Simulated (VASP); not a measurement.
A run of VASP 6.6.1:

Contents of INCAR:

```
SYSTEM = Cu
PREC = Accurate
ENCUT = 700
EDIFF = 1E-6
ISMEAR = -1
SIGMA = 0.1
LREAL = .False.
LASPH = .True.
NELM = 120
ALGO = Normal
ISIF = 2
LWAVE = .False.
LCHARG = .True.
GGA = PE
LELF = .True.
LVHAR = .True.
NBANDS = 26
GGA_COMPAT = .False.
```

File KPOINTS:

```
Automatic mesh
0
Gamma
  10 10 6
  0 0 0
```

File POSCAR:

```
Cu
1.0
    2.5340966698      0.0000000000      0.0000000000
   -1.2670483349      2.1945920917      0.0000000000
    0.0000000000      0.0000000000      4.1125710000
Cu
2
Direct
    0.6666666667      0.3333333333      0.7500000000
    0.3333333333      0.6666666667      0.2500000000
```

Potentials or basis: VASP PAW PBE potentials, release 64 (Cu_sv_GW).

Command:

```bash
$ cat potpaw_PBE.64/Cu_sv_GW/POTCAR > POTCAR
$ mpirun -np 1 vasp_std > vasp.out
```

Hardware: 1 thread of AMD EPYC 7R13 Processor (Zen 3), with other jobs on the host.

**Question.** Estimate the wall time of this run.

**Answer.** Run time: 49 s on 1 thread of AMD EPYC 7R13 Processor (Zen 3), with other jobs on the host, peak memory 0.16 GiB. Counts: scf iterations 13, k points 56.
